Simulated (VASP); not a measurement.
Runs of VASP 6.6.1 on Al2O3. The structure is that of space group Pnnm (No. 58), or close to it. The cells are those of the table. 

| cell | gap on the mesh (eV) | pressure (GPa) | largest force (eV/Å) |
| --- | --- | --- | --- |
| a = 4.583, b = 9.705, c = 2.995 Å, 10 atoms | 4.02 | -0.7 | 0.42 |
| a = 4.768, b = 9.321, c = 2.995 Å, 10 atoms | 4.41 | (c) | 1.72 |
| a = 4.490, b = 9.897, c = 2.995 Å, 10 atoms | 3.81 | -1.7 | 1.30 |
| a = 4.722, b = 9.417, c = 2.995 Å, 10 atoms | (a) | 1.5 | 1.13 |
| a = 4.675, b = 9.513, c = 2.995 Å, 10 atoms | 4.22 | (b) | 0.58 |

Alike in all rows: task single point; level r2SCAN; potentials or basis VASP PAW PBE potentials, release 64 (Al, O); no spin polarisation; k mesh 6 × 4 × 8; cutoff (eV) 520; smearing gaussian 0.05 eV.

Estimate the missing entries.

(a) 4.31; (b) 0.7; (c) 2.4.

Caveats: the PAW data sets were made with another functional, which shifts forces and pressure a little.

A k mesh can miss the band edges.
